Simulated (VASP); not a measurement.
# SnO2 (Pnnm) in VASP: further runs

Runs on SnO2. Level: LDA. Tasks: single point.

All numbers are computed with VASP 6.6.1; they aren't measurements. Logs are shortened: lines on timing, memory, paths and dates and some standing lists are left out, and cuts for length are marked.

**1. The cell of the first run**

The structure is orthorhombic, space group Pnnm (No. 58). The conventional cell has a = 4.112 Å, b = 4.639 Å, c = 3.134 Å, α = 90.00°, β = 90.00°, γ = 90.00°. Within 2.6 Å of Sn (site symmetry 2/m) lie 6 O at 1.93 to 1.99 Å. O (site symmetry m) has 3 Sn at 1.93 to 1.99 Å and 2 O at 2.44 to 2.54 Å within 2.6 Å.

**2. Single point, LDA**

INCAR reads:

```
ALGO = Normal
EDIFF = 1E-6
ENCUT = 520
GGA = CA
ISIF = 2
ISMEAR = 0
LASPH = T
LCHARG = T
LELF = T
LREAL = F
LVHAR = T
LWAVE = F
NBANDS = 35
NELM = 60
PREC = Accurate
SIGMA = 0.05
```

KPOINTS reads:

```
k-points
0
Gamma
  6 6 10
```

POSCAR reads:

```
SnO2
1.0
    4.1115312402      0.0000000000      0.0000000000
    0.0000000000      4.6390301475      0.0000000000
    0.0000000000      0.0000000000      3.1337691325
Sn O
2 4
Direct
    0.5000000000      0.5000000000      0.5000000000
    0.0000000000      0.0000000000      0.0000000000
    0.2569666858      0.3485175832      0.0000000000
    0.7569666858      0.1514824168      0.5000000000
    0.2430333142      0.8485175832      0.5000000000
    0.7430333142      0.6514824168      0.0000000000
```

Potentials or basis: VASP PAW LDA potentials, release 64 (Sn_d, O).

The run is started by

```sh
$ cat potpaw_LDA.64/Sn_d/POTCAR potpaw_LDA.64/O/POTCAR > POTCAR
$ mpirun -np 1 vasp_std > vasp.out
```

OUTCAR:

```text
EDIFF = 1E-6
   ENCUT = 520
   GGA = CA
   ISIF = 2
   ISMEAR = 0
   LASPH = T
   LREAL = F
   NELM = 60
   PREC = Accurate

 ion  position               nearest neighbor table
   1  0.500  0.500  0.500-   4 1.93   5 1.93   3 1.99   6 1.99   3 1.99   6 1.99   2 3.47   2 3.47
                             2 3.47   2 3.47   2 3.47   2 3.47   2 3.47   2 3.47
   2  0.000  0.000  0.000-   3 1.93   6 1.93   5 1.99   4 1.99   4 1.99   5 1.99   1 3.47   1 3.47
                             1 3.47   1 3.47   1 3.47   1 3.47   1 3.47   1 3.47
   3  0.257  0.349  0.000-   2 1.93   1 1.99   1 1.99
   4  0.757  0.151  0.500-   1 1.93   2 1.99   2 1.99
   5  0.243  0.849  0.500-   1 1.93   2 1.99   2 1.99
   6  0.743  0.651  0.000-   2 1.93   1 1.99   1 1.99

  LATTYP: Found a simple orthorhombic cell.
 ALAT       =     3.1337691325
 B/A-ratio  =     1.3120083409
 C/A-ratio  =     1.4803356442

  Lattice vectors:

 A1 = (   0.0000000000,   0.0000000000,   3.1337691325)
 A2 = (   4.1115312402,   0.0000000000,   0.0000000000)
 A3 = (   0.0000000000,   4.6390301475,   0.0000000000)

Analysis of symmetry for initial positions (statically):
=====================================================================
 Subroutine PRICEL returns:
 Original cell was already a primitive cell.

 Routine SETGRP: Setting up the symmetry group for a
 simple orthorhombic supercell.

 Subroutine GETGRP returns: Found  8 space group operations
 (whereof  4 operations were pure point group operations)
 out of a pool of  8 trial point group operations.

The static configuration has the point symmetry C_2h.
 The point group associated with its full space group is D_2h.

Analysis of symmetry for dynamics (positions and initial velocities):
=====================================================================
 Subroutine PRICEL returns:
 Original cell was already a primitive cell.

 Routine SETGRP: Setting up the symmetry group for a
 simple orthorhombic supercell.

 Subroutine GETGRP returns: Found  8 space group operations
 (whereof  4 operations were pure point group operations)
 out of a pool of  8 trial point group operations.

The dynamic configuration has the point symmetry C_2h.
 The point group associated with its full space group is D_2h.

 Subroutine INISYM returns: Found  8 space group operations
 (whereof  4 operations are pure point group operations),
 and found     1 'primitive' translations

----------------------------------------------------------------------------------------

                                     Primitive cell

  volume of cell :      59.7720

  direct lattice vectors                    reciprocal lattice vectors
     4.111531240  0.000000000  0.000000000     0.243218388  0.000000000  0.000000000
     0.000000000  4.639030147  0.000000000     0.000000000  0.215562298  0.000000000
     0.000000000  0.000000000  3.133769132     0.000000000  0.000000000  0.319104554

  length of vectors
     4.111531240  4.639030147  3.133769132     0.243218388  0.215562298  0.319104554

  position of ions in fractional coordinates (direct lattice)
     0.500000000  0.500000000  0.500000000
     0.000000000  0.000000000  0.000000000
     0.256966686  0.348517583  0.000000000
     0.756966686  0.151482417  0.500000000
     0.243033314  0.848517583  0.500000000
     0.743033314  0.651482417  0.000000000

  ion indices of the primitive-cell ions
   primitive index   ion index
                 1           1
                 2           2
                 3           3
                 4           4
                 5           5
                 6           6

----------------------------------------------------------------------------------------

 KPOINTS: k-points

Automatic generation of k-mesh.
 Grid dimensions read from file:
 generate k-points for:    6    6   10

 Generating k-lattice:

  Cartesian coordinates                     Fractional coordinates (reciprocal lattice)
     0.040536398  0.000000000  0.000000000     0.166666667  0.000000000  0.000000000
[... 46 lines left out ...]
 Gauss-broadening in eV      SIGMA  =   0.05
  energy-cutoff  :      520.00
  volume of cell :       59.77
 maximum number of plane-waves:      1632
 NGX is ok and might be reduce to    32

 number of electron      51.9999982 magnetization

 Free energy of the ion-electron system (eV)
  ---------------------------------------------------
  ext. energy  EPLUGINS =         0.00000000
  ---------------------------------------------------
  free energy    TOTEN  =       -40.72324689 eV

  energy without entropy =      -40.72324689  energy(sigma->0) =      -40.72324689

 E-fermi :   8.3330     XC(G=0): -12.8442

 val. band max:        8.0993565869   @ k =   0.0000   0.0000   0.1000
 cond. band min:      11.1235360589   @ k =   0.0000   0.0000   0.0000
 fundamental gap:      3.0241794719
 Fermi energy:         8.3329784347

 k-point     1 :       0.0000    0.0000    0.0000
  band No.  band energies     occupation
      1     -13.1148      2.00000
      2     -12.1953      2.00000
      3     -11.6119      2.00000
      4     -11.4359      2.00000
      5     -11.4204      2.00000
      6     -11.4086      2.00000
[... 27 lines left out ...]
     34      22.0602      0.00000
     35      22.3919      0.00000

 k-point     2 :       0.1667    0.0000    0.0000
  band No.  band energies     occupation
      1     -13.0517      2.00000
      2     -12.1169      2.00000
      3     -11.7541      2.00000
      4     -11.4452      2.00000
      5     -11.4167      2.00000
      6     -11.4050      2.00000
[... 27 lines left out ...]
     34      22.0992      0.00000
     35      22.9668      0.00000

 k-point     3 :       0.3333    0.0000    0.0000
  band No.  band energies     occupation
      1     -12.8658      2.00000
      2     -12.2162      2.00000
      3     -11.7811      2.00000
      4     -11.4839      2.00000
      5     -11.4076      2.00000
      6     -11.3988      2.00000
[... 27 lines left out ...]
     34      22.4216      0.00000
     35      22.9702      0.00000
[... 723 lines left out ...]
 k-point    23 :       0.3333    0.1667    0.1000
  band No.  band energies     occupation
      1     -12.8236      2.00000
      2     -12.3012      2.00000
      3     -11.7921      2.00000
      4     -11.6040      2.00000
      5     -11.3914      2.00000
      6     -11.3470      2.00000
[... 27 lines left out ...]
     34      21.7538      0.00000
     35      22.3827      0.00000

 k-point    24 :       0.5000    0.1667    0.1000
  band No.  band energies     occupation
      1     -12.5998      2.00000
      2     -12.5998      2.00000
      3     -11.6737      2.00000
      4     -11.6737      2.00000
      5     -11.3596      2.00000
      6     -11.3596      2.00000
[... 27 lines left out ...]
     34      21.4415      0.00000
     35      23.0938      0.00000

 [... further k-points ...]
[... 5 lines left out ...]
  --------------------------------------------------------------------------------------
  -------------------------------------------------------------------------------------
  Total       18.6564020     17.4581967     14.5712907      0.0000000      0.0000000      0.0000000
  in kB      500.0813804    467.9637111    390.5807331      0.0000000      0.0000000      0.0000000
  external PRESSURE =     452.8752749 kB  Pullay stress =       0.0000000 kB

 VOLUME and BASIS-vectors are now :
 -----------------------------------------------------------------------------
  energy-cutoff  :      520.00
  volume of cell :       59.77
      direct lattice vectors                 reciprocal lattice vectors
     4.111531240  0.000000000  0.000000000     0.243218388  0.000000000  0.000000000
     0.000000000  4.639030147  0.000000000     0.000000000  0.215562298  0.000000000
     0.000000000  0.000000000  3.133769132     0.000000000  0.000000000  0.319104554

 POSITION                                       TOTAL-FORCE (eV/Angst)
 -----------------------------------------------------------------------------------
      2.05577      2.31952      1.56688         0.000000      0.000000      0.000000
      0.00000      0.00000      0.00000         0.000000      0.000000      0.000000
      1.05653      1.61678      0.00000        -0.023504      0.013182      0.000000
      3.11229      0.70273      1.56688        -0.023504     -0.013182      0.000000
      0.99924      3.93630      1.56688         0.023504      0.013182      0.000000
      3.05500      3.02225      0.00000         0.023504     -0.013182      0.000000
 -----------------------------------------------------------------------------------
    total drift:                                0.000000     -0.000000     -0.000000

  FREE ENERGIE OF THE ION-ELECTRON SYSTEM (eV)
  ---------------------------------------------------
  free  energy   TOTEN  =       -40.7232468913 eV

  energy  without entropy=      -40.7232468913  energy(sigma->0) =      -40.72324689
```

Run time: 2.3 min. Hardware: 1 thread of Intel Xeon 6975P-C, shared host; peak memory 0.26 GiB.

What came out:

```
Free energy            : -40.7232 eV
Pressure               : 45.3 GPa
Largest force          : 0.027 eV/Å
Band gap on the k mesh : 3.02 eV, indirect (least direct gap 3.05 eV)
```

Forces in eV/Å, atoms in the order of the input:
```
Sn   0.000  0.000  0.000
Sn   0.000  0.000  0.000
O   -0.024  0.013  0.000
O   -0.024 -0.013  0.000
O    0.024  0.013  0.000
O    0.024 -0.013  0.000
```

Levels at points of the mesh, in eV from the valence-band top:
```tsv
k point	band 23	band 24	band 25	band 26	band 27	band 28	band 29	band 30
(0.00, 0.00, 0.00)	-0.90	-0.65	-0.61	-0.02	3.02	6.48	6.55	7.40
(0.50, 0.00, 0.00)	-1.18	-1.18	-0.35	-0.35	5.71	5.71	6.68	6.68
(0.00, 0.50, 0.00)	-0.92	-0.92	-0.23	-0.23	6.14	6.14	8.18	8.18
(0.50, 0.50, 0.00)	-1.29	-1.29	-0.21	-0.21	6.53	6.53	7.61	7.61
(0.00, 0.00, 0.50)	-2.04	-2.04	-0.68	-0.68	7.87	7.87	10.97	10.97
(0.50, 0.00, 0.50)	-0.41	-0.41	-0.31	-0.31	8.32	8.32	9.60	9.60
(0.00, 0.50, 0.50)	-0.83	-0.83	-0.16	-0.16	8.05	8.05	9.13	9.13
(0.50, 0.50, 0.50)	-1.21	-1.21	-0.47	-0.47	6.72	6.72	9.18	9.18
```

Caveat: spin-orbit coupling is left out, which moves the levels of the heavy elements.

**3. Single point, LDA**

This run uses another cell than the first one, of the same volume but with other edges.

INCAR reads:

```
PREC = Accurate
ENCUT = 520
EDIFF = 1E-7
ISMEAR = 0
SIGMA = 0.05
LREAL = F
LASPH = T
NELM = 100
ALGO = Normal
ISIF = 2
LWAVE = F
LCHARG = F
GGA = CA
NBANDS = 35
```

KPOINTS reads:

```
Automatic mesh
0
Gamma
  6 6 10
```

POSCAR reads:

```
SnO2
1.0
    4.4557118384      0.0000000000      0.0000000000
    0.0000000000      4.4562592019      0.0000000000
    0.0000000000      0.0000000000      3.0103032507
Sn O
2 4
Direct
    0.5000000000      0.5000000000      0.5000000000
    0.0000000000      0.0000000000      0.0000000000
    0.2496450738      0.3611170764      0.0000000000
    0.7496450738      0.1388829236      0.5000000000
    0.2503549262      0.8611170764      0.5000000000
    0.7503549262      0.6388829236      0.0000000000
```

Potentials or basis: VASP PAW LDA potentials, release 64 (Sn_d, O).

The run is started by

```sh
$ cat potpaw_LDA.64/Sn_d/POTCAR potpaw_LDA.64/O/POTCAR > POTCAR
$ mpirun -np 1 vasp_std > vasp.out
```

Run time: 3.1 min. Hardware: 1 thread of Intel Xeon 6975P-C, shared host; peak memory 0.26 GiB.

It converged, with:

| Item | Value |
| --- | --- |
| Free energy | -40.7723 eV |
| Pressure | 45.7 GPa |
| Largest force | 0.040 eV/Å |
| Band gap on the k mesh | 3.27 eV, indirect (least direct gap 3.41 eV) |

Forces on the atoms (eV/Å):
```
Sn   0.000  0.000  0.000
Sn   0.000  0.000  0.000
O   -0.040  0.005  0.000
O   -0.040 -0.005  0.000
O    0.040  0.005  0.000
O    0.040 -0.005  0.000
```

Stress tensor (GPa, compression positive):
```
42.01  0.00  0.00
 0.00 43.10  0.00
 0.00  0.00 51.96
```

Levels at points of the mesh, in eV from the valence-band top:
| k point | band 23 | band 24 | band 25 | band 26 | band 27 | band 28 | band 29 | band 30 |
| --- | --- | --- | --- | --- | --- | --- | --- | --- |
| (0.00, 0.00, 0.00) | -0.53 | -0.42 | -0.20 | -0.14 | 3.27 | 7.30 | 7.43 | 7.65 |
| (0.50, 0.00, 0.00) | -0.82 | -0.82 | 0.00 | 0.00 | 5.66 | 5.66 | 7.15 | 7.15 |
| (0.00, 0.50, 0.00) | -0.75 | -0.75 | -0.42 | -0.42 | 6.45 | 6.45 | 9.07 | 9.07 |
| (0.50, 0.50, 0.00) | -1.00 | -1.00 | -0.37 | -0.37 | 6.88 | 6.88 | 8.27 | 8.27 |
| (0.00, 0.00, 0.50) | -1.93 | -1.93 | -0.52 | -0.52 | 7.75 | 7.75 | 10.56 | 10.56 |
| (0.50, 0.00, 0.50) | -0.74 | -0.74 | -0.71 | -0.71 | 8.29 | 8.29 | 9.49 | 9.49 |
| (0.00, 0.50, 0.50) | -0.79 | -0.79 | -0.05 | -0.05 | 7.81 | 7.81 | 8.77 | 8.77 |
| (0.50, 0.50, 0.50) | -1.10 | -1.10 | -0.34 | -0.34 | 6.45 | 6.45 | 9.88 | 9.88 |

Caveat: spin-orbit coupling is left out, which moves the levels of the heavy elements. A k mesh can miss the band edges.

**4. Single point, LDA**

This run uses another cell than the first one, of the same volume but with other edges.

INCAR reads:

```
SYSTEM = SnO2
ALGO = Normal
EDIFF = 1E-7
ENCUT = 520
GGA = CA
ISIF = 2
ISMEAR = 0
LASPH = .TRUE.
LCHARG = .FALSE.
LREAL = .FALSE.
LWAVE = .FALSE.
NBANDS = 35
NELM = 100
PREC = Accurate
SIGMA = 0.05
```

KPOINTS reads:

```
k-points
0
G
  6 6 10
  0 0 0
```

POSCAR reads:

```
SnO2
1.0
    4.2801991764      0.0000000000      0.0000000000
    0.0000000000      4.5467073596      0.0000000000
    0.0000000000      0.0000000000      3.0714030142
Sn O
2 4
Direct
    0.5000000000      0.5000000000      0.5000000000
    0.0000000000      0.0000000000      0.0000000000
    0.2530236094      0.3544687979      0.0000000000
    0.7530236094      0.1455312021      0.5000000000
    0.2469763906      0.8544687979      0.5000000000
    0.7469763906      0.6455312021      0.0000000000
```

The run is started by

```sh
$ cat potpaw_LDA.64/Sn_d/POTCAR potpaw_LDA.64/O/POTCAR > POTCAR
$ mpirun -np 1 vasp_std > vasp.out
```

Run time: 2.4 min. Hardware: 1 thread of Intel Xeon 6975P-C, shared host; peak memory 0.26 GiB.

Results (log left out):

* Free energy: -40.7948 eV
* Pressure: 45.9 GPa
* Largest force: 0.032 eV/Å
* Band gap on the k mesh: 3.31 eV, indirect (least direct gap 3.39 eV)

Forces on the atoms (eV/Å):
```
Sn   0.000  0.000  0.000
Sn   0.000  0.000  0.000
O   -0.029  0.015  0.000
O   -0.029 -0.015  0.000
O    0.029  0.015  0.000
O    0.029 -0.015  0.000
```

Stress tensor (GPa, compression positive):
```
47.07  0.00  0.00
 0.00 45.28  0.00
 0.00  0.00 45.40
```

Levels at points of the mesh, in eV from the valence-band top:
```csv
k point,band 22,band 23,band 24,band 25,band 26,band 27,band 28,band 29,band 30,band 31
"(0.00, 0.00, 0.00)",-0.80,-0.68,-0.32,-0.27,-0.08,3.30,7.04,7.05,7.62,11.86
"(0.50, 0.00, 0.00)",-1.20,-0.90,-0.90,-0.06,-0.06,5.81,5.81,7.02,7.02,13.07
"(0.00, 0.50, 0.00)",-2.47,-0.73,-0.73,-0.20,-0.20,6.46,6.46,8.72,8.72,12.25
"(0.50, 0.50, 0.00)",-2.26,-1.04,-1.04,-0.16,-0.16,6.86,6.86,8.08,8.08,12.60
"(0.00, 0.00, 0.50)",-2.65,-1.88,-1.88,-0.48,-0.48,8.00,8.00,10.93,10.93,11.53
"(0.50, 0.00, 0.50)",-2.31,-0.44,-0.44,-0.41,-0.41,8.47,8.47,9.90,9.90,11.41
"(0.00, 0.50, 0.50)",-1.72,-0.69,-0.69,0.00,0.00,8.16,8.16,9.09,9.09,11.85
"(0.50, 0.50, 0.50)",-1.88,-1.09,-1.09,-0.31,-0.31,6.75,6.75,9.74,9.74,12.28
```

Caveat: spin-orbit coupling is left out, which moves the levels of the heavy elements.

**5. Single point, LDA**

This run uses another cell than the first one, of the same volume but with other edges.

INCAR reads:

```
SYSTEM = SnO2
  PREC = Accurate
  ENCUT = 520
  EDIFF = 1E-6
  ISMEAR = 0
  SIGMA = 0.05
  LREAL = .False.
  LASPH = .True.
  NELM = 80
  ALGO = Normal
  ISIF = 2
  LWAVE = .False.
  LCHARG = .False.
  NBANDS = 35
```

KPOINTS reads:

```
regular mesh
0
Gamma
  6 6 10
  0 0 0
```

POSCAR reads:

```
SnO2
1.0
    4.6383199420      0.0000000000      0.0000000000
    0.0000000000      4.3676581660      0.0000000000
    0.0000000000      0.0000000000      2.9504512596
Sn O
2 4
Direct
    0.5000000000      0.5000000000      0.5000000000
    0.0000000000      0.0000000000      0.0000000000
    0.3536260161      0.2467314952      0.0000000000
    0.8536260161      0.2532685048      0.5000000000
    0.1463739839      0.7467314952      0.5000000000
    0.6463739839      0.7532685048      0.0000000000
```

The run is started by

```sh
$ cat potpaw_LDA.64/Sn_d/POTCAR potpaw_LDA.64/O/POTCAR > POTCAR
$ mpirun -np 1 vasp_std > vasp.out
```

Run time: 2 min. Hardware: 1 thread of Intel Xeon 6975P-C, shared host; peak memory 0.26 GiB.

Results (log left out):

```
Free energy            : -40.6772 eV
Pressure               : 47.0 GPa
Largest force          : 0.043 eV/Å
Band gap on the k mesh : 3.40 eV, indirect (least direct gap 3.61 eV)
```

Forces on the atoms (eV/Å):
```
Sn   0.000  0.000  0.000
Sn   0.000  0.000  0.000
O   -0.003 -0.043  0.000
O   -0.003  0.043  0.000
O    0.003 -0.043  0.000
O    0.003  0.043  0.000
```

Stress tensor (GPa, compression positive):
```
40.80  0.00  0.00
 0.00 41.67  0.00
 0.00  0.00 58.56
```

Levels at points of the mesh, in eV from the valence-band top:
| k point | band 22 | band 23 | band 24 | band 25 | band 26 | band 27 | band 28 | band 29 | band 30 | band 31 |
| --- | --- | --- | --- | --- | --- | --- | --- | --- | --- | --- |
| (0.00, 0.00, 0.00) | -0.59 | -0.49 | -0.24 | -0.22 | -0.20 | 3.40 | 7.39 | 7.88 | 8.16 | 12.57 |
| (0.50, 0.00, 0.00) | -2.43 | -0.54 | -0.54 | -0.31 | -0.31 | 6.52 | 6.52 | 9.38 | 9.38 | 11.86 |
| (0.00, 0.50, 0.00) | -1.26 | -0.70 | -0.70 | -0.02 | -0.02 | 5.87 | 5.87 | 7.60 | 7.60 | 12.78 |
| (0.50, 0.50, 0.00) | -2.33 | -0.80 | -0.80 | -0.21 | -0.21 | 7.08 | 7.08 | 8.50 | 8.50 | 12.31 |
| (0.00, 0.00, 0.50) | -2.70 | -1.85 | -1.85 | -0.45 | -0.45 | 7.95 | 7.95 | 10.64 | 10.64 | 12.00 |
| (0.50, 0.00, 0.50) | -1.75 | -0.78 | -0.78 | 0.00 | 0.00 | 7.96 | 7.96 | 8.64 | 8.64 | 12.06 |
| (0.00, 0.50, 0.50) | -2.21 | -0.58 | -0.58 | -0.46 | -0.46 | 8.42 | 8.42 | 9.50 | 9.50 | 11.95 |
| (0.50, 0.50, 0.50) | -2.01 | -1.09 | -1.09 | -0.36 | -0.36 | 6.40 | 6.40 | 9.88 | 9.88 | 12.42 |

Caveat: spin-orbit coupling is left out, which moves the levels of the heavy elements.

**6. Overview**

```tsv
cell	gap on the mesh (eV)	pressure (GPa)	largest force (eV/Å)
a = 4.112, b = 4.639, c = 3.134 Å, 6 atoms	3.02	45.3	0.03
a = 4.456, b = 4.456, c = 3.010 Å, 6 atoms	3.27	45.7	0.04
a = 4.280, b = 4.547, c = 3.071 Å, 6 atoms	3.31	45.9	0.03
a = 4.638, b = 4.368, c = 2.950 Å, 6 atoms	3.40	47.0	0.04
```

Alike in all rows: task single point; level LDA; potentials or basis VASP PAW LDA potentials, release 64 (Sn_d, O); no spin polarisation; k mesh 6 × 6 × 10; cutoff (eV) 520; smearing gaussian 0.05 eV.

Caveats: spin-orbit coupling is left out, which moves the levels of the heavy elements.

Total energies depend on the potentials used, so only differences within one code and one set of settings carry meaning.
